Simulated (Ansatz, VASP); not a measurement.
**KMgF3: VASP beside Ansatz**

```
K Mg F
1.0
     3.98590    0.00000    0.00000
     0.00000    3.98590    0.00000
     0.00000    0.00000    3.98590
K Mg F
1 1 3
Direct
  0.50000 0.50000 0.50000
  0.00000 0.00000 0.00941
  0.50000 0.00000 0.00000
  0.00000 0.50000 0.00000
  0.00000 0.00000 0.50000
```

Change from the starting cell: all Mg atoms moved +0.037 Å, as atom 2 along Cartesian [0 0 1].

Alike in both runs: task single point; functional PBE; k mesh 6 × 6 × 6; occupations gaussian, width 0.05 eV; no spin polarisation.

```csv
,VASP,Ansatz
version,VASP 6.6.1,Ansatz 0.2.0
potentials or method,"VASP PAW PBE potentials, release 64 (K_sv, Mg, F), cutoff 520 eV","scalar-relativistic, plane waves, PAW"
valence electrons in the cell,32,40
```

Ansatz gave:

* gap on the k mesh at the Fermi level (eV): 7.33
* least direct gap on the mesh (eV): 7.66
* pressure (GPa): 3.8
* traceless stress, the component that is largest in VASP (GPa): 0.13
* rms of the force components (eV/Å): 0.114

**Question.** Which values does VASP return?

**Answer.** gap on the k mesh at the Fermi level (eV): 7.30; least direct gap on the mesh (eV): 7.63; pressure (GPa): 3.4; traceless stress, the component that is largest in VASP (GPa): 0.13; rms of the force components (eV/Å): 0.116.

Atom by atom the forces differ by 0.002 eV/Å (rms over components). With one functional, cell and mesh, what is left measures potentials, basis and numerics. VASP's potentials hold 32 valence electrons a cell and Ansatz's 40, so a difference there can come from the potentials and not from the codes.
